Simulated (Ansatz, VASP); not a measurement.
Ti3Al: VASP beside Ansatz

```
Ti Al
1.0
     2.95627    0.00000    0.00000
    -1.47813    2.56020    0.00000
     0.00000    0.00000    9.06658
Ti Al
3 1
Cartesian
  1.4781 0.8534 0.0000
  0.0000 1.7068 6.9514
  0.0000 1.7068 2.1152
  1.4781 0.8534 4.5333
```

Alike in both runs: task single point; functional PBE; k mesh 15 × 15 × 6; occupations gaussian, width 0.15 eV; no spin polarisation.

|  | VASP | Ansatz |
| --- | --- | --- |
| version | VASP 6.6.1 | Ansatz 0.2.0 |
| potentials or method | VASP PAW PBE potentials, release 64 (Ti_sv, Al), cutoff 520 eV | scalar-relativistic, plane waves, PAW |
| valence electrons in the cell | 39 | 39 |

VASP gave:

| Item | Value |
| --- | --- |
| gap on the k mesh at the Fermi level (eV) | none |
| pressure (GPa) | 1.4 |
| traceless stress, the component that is largest in VASP (GPa) | 2.77 |
| rms of the force components (eV/Å) | 0.524 |

**Question.** Estimate Ansatz's values.

**Answer.** gap on the k mesh at the Fermi level (eV): none; pressure (GPa): 1.6; traceless stress, the component that is largest in VASP (GPa): 2.75; rms of the force components (eV/Å): 0.528.

Atom by atom the forces differ by 0.004 eV/Å (rms over components). A gap of «none» marks a metal or a gap that the smearing closes.
